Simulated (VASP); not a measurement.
# Pb (I4_1/amd) in VASP: further runs, part 2 of 3

VASP 6.6.1.

### 3 Single point, PBE (zz strain of -1 %)

The input, INCAR:

```
SYSTEM = Pb
PREC     = Accurate       ! precision mode
ENCUT    = 520            ! plane-wave cutoff, eV
EDIFF    = 1E-6           ! SCF threshold, eV
ISMEAR   = -1             ! smearing method
SIGMA    = 0.05           ! smearing width, eV
LREAL    = .False.        ! projectors in reciprocal space
LASPH    = .True.         ! aspherical terms in the spheres
NELM     = 60             ! most SCF steps
ALGO     = Normal         ! electronic algorithm
ISIF     = 2              ! what is computed and relaxed
LWAVE    = .False.        ! write WAVECAR
LCHARG   = .False.        ! write CHGCAR
GGA      = PE             ! functional
NBANDS   = 21             ! bands
```

The input, KPOINTS:

```
regular mesh
0
Gamma
  8 8 8
  0 0 0
```

The input, POSCAR:

```
Pb
1.0
    0.0000000000      3.4390000555      3.4046100549
    3.4390000555      0.0000000000      3.4046100549
    3.4390000555      3.4390000555      0.0000000000
Pb
2
Direct
    0.0000000000      0.0000000000      0.0000000000
    0.2500000000      0.2500000000      0.2500000000
```

Potentials or basis: VASP PAW PBE potentials, release 64 (Pb_d).

The run is started by

```bash
> cat potpaw_PBE.64/Pb_d/POTCAR > POTCAR
> mpirun -np 1 vasp_std > vasp.out
```

OUTCAR:

```text
SYSTEM = Pb
   PREC = Accurate
   ENCUT = 520
   EDIFF = 1E-6
   ISMEAR = -1
   LREAL = .False.
   LASPH = .True.
   NELM = 60
   ISIF = 2
   GGA = PE

 ion  position               nearest neighbor table
   1  0.000  0.000  0.000-   2 2.97   2 2.97   2 2.97   2 2.97
   2  0.250  0.250  0.250-   1 2.97   1 2.97   1 2.97   1 2.97

  LATTYP: Found a body centered tetragonal cell.
 ALAT       =     4.8634805195
 C/A-ratio  =     1.4000714267

  Lattice vectors:

 A1 = (   0.0000000000,  -3.4390000555,  -3.4046100549)
 A2 = (   0.0000000000,   3.4390000555,  -3.4046100549)
 A3 = (   3.4390000555,   0.0000000000,   3.4046100549)

Analysis of symmetry for initial positions (statically):
=====================================================================
 Subroutine PRICEL returns:
 Original cell was already a primitive cell.

 Routine SETGRP: Setting up the symmetry group for a
 body centered tetragonal supercell.

 Subroutine GETGRP returns: Found 16 space group operations
 (whereof  8 operations were pure point group operations)
 out of a pool of 16 trial point group operations.

The static configuration has the point symmetry D_2d.
 The point group associated with its full space group is D_4h.

Analysis of symmetry for dynamics (positions and initial velocities):
=====================================================================
 Subroutine PRICEL returns:
 Original cell was already a primitive cell.

 Routine SETGRP: Setting up the symmetry group for a
 body centered tetragonal supercell.

 Subroutine GETGRP returns: Found 16 space group operations
 (whereof  8 operations were pure point group operations)
 out of a pool of 16 trial point group operations.

The dynamic configuration has the point symmetry D_2d.
 The point group associated with its full space group is D_4h.

 Subroutine INISYM returns: Found 16 space group operations
 (whereof  8 operations are pure point group operations),
 and found     1 'primitive' translations

----------------------------------------------------------------------------------------

                                     Primitive cell

  volume of cell :      80.5307

  direct lattice vectors                    reciprocal lattice vectors
     0.000000000  3.439000056  3.404610055    -0.145391100  0.145391100  0.146859697
     3.439000056  0.000000000  3.404610055     0.145391100 -0.145391100  0.146859697
     3.439000056  3.439000056  0.000000000     0.145391100  0.145391100 -0.146859697

  length of vectors
     4.839224215  4.839224215  4.863480519     0.252675512  0.252675512  0.252675512

  position of ions in fractional coordinates (direct lattice)
     0.000000000  0.000000000  0.000000000
     0.250000000  0.250000000  0.250000000

  ion indices of the primitive-cell ions
   primitive index   ion index
                 1           1
                 2           2

----------------------------------------------------------------------------------------

 KPOINTS: regular mesh

Automatic generation of k-mesh.
 Grid dimensions read from file:
 generate k-points for:    8    8    8

 Generating k-lattice:

  Cartesian coordinates                     Fractional coordinates (reciprocal lattice)
    -0.018173887  0.018173887  0.018357462     0.125000000  0.000000000  0.000000000
     0.018173887 -0.018173887  0.018357462     0.000000000  0.125000000  0.000000000
     0.018173887  0.018173887 -0.018357462     0.000000000  0.000000000  0.125000000

  Length of vectors
     0.031584439  0.031584439  0.031584439

  Shift w.r.t. Gamma in fractional coordinates (k-lattice)
     0.000000000  0.000000000  0.000000000

 Subroutine IBZKPT returns following result:
 ===========================================

 Found     59 irreducible k-points:

 Following reciprocal coordinates:
            Coordinates               Weight
  0.000000  0.000000  0.000000      1.000000
  0.125000 -0.000000  0.000000      8.000000
  0.250000 -0.000000  0.000000      8.000000
  0.375000 -0.000000  0.000000      8.000000
  0.500000 -0.000000  0.000000      4.000000
  0.125000  0.125000  0.000000      2.000000
[... 16 lines left out ...]
  0.250000 -0.000000  0.125000     16.000000
  0.375000 -0.000000  0.125000     16.000000
 [... further k-points ...]
   k-points           NKPTS =     59   k-points in BZ     NKDIM =     59   number of bands    NBANDS=     21
   number of dos      NEDOS =    301   number of ions     NIONS =      2
   total plane-waves  NPLWV =  46656
   dimension x,y,z NGX =    36 NGY =   36 NGZ =   36
   dimension x,y,z NGXF=    72 NGYF=   72 NGZF=   72
   ions per type =               2
   NGX,Y,Z   is equivalent  to a cutoff of  12.37, 12.37, 12.31 a.u.
   NGXF,Y,Z  is equivalent  to a cutoff of  24.73, 24.73, 24.61 a.u.
 SYSTEM =  Pb
   PREC   = accura    normal or accurate (medium, high low for compatibility)
   ISTART =      0    job   : 0-new  1-cont  2-samecut
   ICHARG =      2    charge: 1-file 2-atom 10-const
   ISPIN  =      1    spin polarized calculation?
   LNONCOLLINEAR =      F non collinear calculations
   LSORBIT =      F    spin-orbit coupling
   LASPH  =      T    aspherical Exc in radial PAW
   ENCUT  =  520.0 eV  38.22 Ry    6.18 a.u.   9.00  9.00  9.04*2*pi/ulx,y,z
   NELM   =     60;   NELMIN=  2; NELMDL= -5     # of ELM steps
   EDIFF  = 0.1E-05   stopping-criterion for ELM
   LREAL  =      F    real-space projection
   EDIFFG = 0.1E-04   stopping-criterion for IOM
   NSW    =      0    number of steps for IOM
   IBRION =     -1    ionic relax: 0-MD 1-quasi-New 2-CG
   NFREE  =      0    steps in history (QN), initial steepest desc. (CG)
   ISIF   =      2    stress and relaxation
   ISYM   =      2    0-nonsym 1-usesym 2-fastsym
   POTIM  = 0.5000    time-step for ionic-motion
   TEBEG  =    0.0;   TEEND  =   0.0 temperature during run
   PSTRESS=    0.0 pullay stress
   NELECT =      28.0000    total number of electrons
   NUPDOWN=      -1.0000    fix difference up-down
   EMIN   =  10.00;   EMAX   =-10.00  energy-range for DOS
   EFERMI =   0.00;   METHOD = LEGACY
   ISMEAR =    -1;   SIGMA  =   0.05  broadening in eV -4-tet -1-fermi 0-gaus
   EFERMI_NEDOS =   21; number of points for ismear=-14 and -15
   IALGO  =     38    algorithm
   IMIX   =      4    mixing-type and parameters
     AMIX     =   0.40;   BMIX     =  1.00
     AMIX_MAG =   1.60;   BMIX_MAG =  1.00
  volume/ion in A,a.u.               =      40.27       271.72
  Fermi-wavevector in a.u.,A,eV,Ry     =   1.151172  2.175400 18.030403  1.325197
  Thomas-Fermi vector in A             =   2.287831
   LORBIT       =      0    0 simple, 1 ext, 2 COOP (PROOUT), +10 PAW based schemes
   GGA     = PE    functional components
   LHFCALC =     F    Hartree Fock is set to
   AEXX    =    0.0000 exact exchange contribution
   IVDW    =     0    specifies the selected vdW correction
   LEPSILON=     F    determine dielectric tensor
   LRPA    =     F    only Hartree local field effects (RPA)
 non-spin polarized calculation
  energy-cutoff  :      520.00
  volume of cell :       80.53
 maximum number of plane-waves:      2192
   NGX = 17   NGY = 17   NGZ = 19

 number of electron      28.0000004 magnetization

 Free energy of the ion-electron system (eV)
  ---------------------------------------------------
  ext. energy  EPLUGINS =         0.00000000
  ---------------------------------------------------
  free energy    TOTEN  =        -6.55273823 eV

  energy without entropy =       -6.54874860  energy(sigma->0) =       -6.55074341

 E-fermi :   4.4872     XC(G=0):  -8.4689

 val. band max:        4.4739835769   @ k =  -0.1250   0.1250   0.0000
 cond. band min:       4.5145692075   @ k =  -0.1250   0.0000   0.1250
 fundamental gap:      0.0405856306
 Fermi energy:         4.4872340153

 k-point     1 :       0.0000    0.0000    0.0000
  band No.  band energies     occupation
      1     -12.7893      2.00000
      2     -12.7834      2.00000
      3     -12.7834      2.00000
      4     -12.7087      2.00000
      5     -12.7059      2.00000
      6     -12.2690      2.00000
[... 13 lines left out ...]
     20      12.3881      0.00000
     21      12.4111      0.00000

 k-point     2 :       0.1250   -0.0000    0.0000
  band No.  band energies     occupation
      1     -12.8033      2.00000
      2     -12.7992      2.00000
      3     -12.7816      2.00000
      4     -12.6858      2.00000
      5     -12.6837      2.00000
      6     -12.2935      2.00000
[... 520 lines left out ...]
 k-point    24 :       0.3750   -0.0000    0.1250
  band No.  band energies     occupation
      1     -12.8495      2.00000
      2     -12.8304      2.00000
      3     -12.7569      2.00000
      4     -12.6292      2.00000
      5     -12.5940      2.00000
      6     -12.4107      2.00000
[... 13 lines left out ...]
     20      11.9054      0.00000
     21      12.7501      0.00000

 [... further k-points ...]
[... 5 lines left out ...]
  --------------------------------------------------------------------------------------
  -------------------------------------------------------------------------------------
  Total        1.3369696      1.3369696      1.3751229      0.0000000     -0.0000000     -0.0000000
  in kB       26.5993105     26.5993105     27.3583789      0.0000000     -0.0000000     -0.0000000
  external PRESSURE =      26.8523333 kB  Pullay stress =       0.0000000 kB

 VOLUME and BASIS-vectors are now :
 -----------------------------------------------------------------------------
  energy-cutoff  :      520.00
  volume of cell :       80.53
      direct lattice vectors                 reciprocal lattice vectors
     0.000000000  3.439000056  3.404610055    -0.145391100  0.145391100  0.146859697
     3.439000056  0.000000000  3.404610055     0.145391100 -0.145391100  0.146859697
     3.439000056  3.439000056  0.000000000     0.145391100  0.145391100 -0.146859697

 POSITION                                       TOTAL-FORCE (eV/Angst)
 -----------------------------------------------------------------------------------
      0.00000      0.00000      0.00000        -0.000000     -0.000000     -0.000000
      1.71950      1.71950      1.70231         0.000000      0.000000      0.000000
 -----------------------------------------------------------------------------------
    total drift:                                0.000000      0.000000      0.000000

  FREE ENERGIE OF THE ION-ELECTRON SYSTEM (eV)
  ---------------------------------------------------
  free  energy   TOTEN  =        -6.5527382269 eV

  energy  without entropy=       -6.5487485958  energy(sigma->0) =       -6.55074341
```

Wall time 66 s (1 thread of Intel Xeon Platinum 8259CL at 2.50GHz (Skylake/Cascade Lake), shared host); peak memory 0.24 GiB.

Results:

| Quantity | Value |
| --- | --- |
| Free energy | -6.5527 eV |
| Pressure | 2.7 GPa |
| Band gap on the k mesh | zero (band 14 reaches 4.82 eV, above the bottom of band 15 at 3.71 eV) |

Caveat: the cell differs from its parent crystal (zz strain of -1 %); spin-orbit coupling is left out, which moves the levels of the heavy elements.

(Part 2 of 3 ends here.)
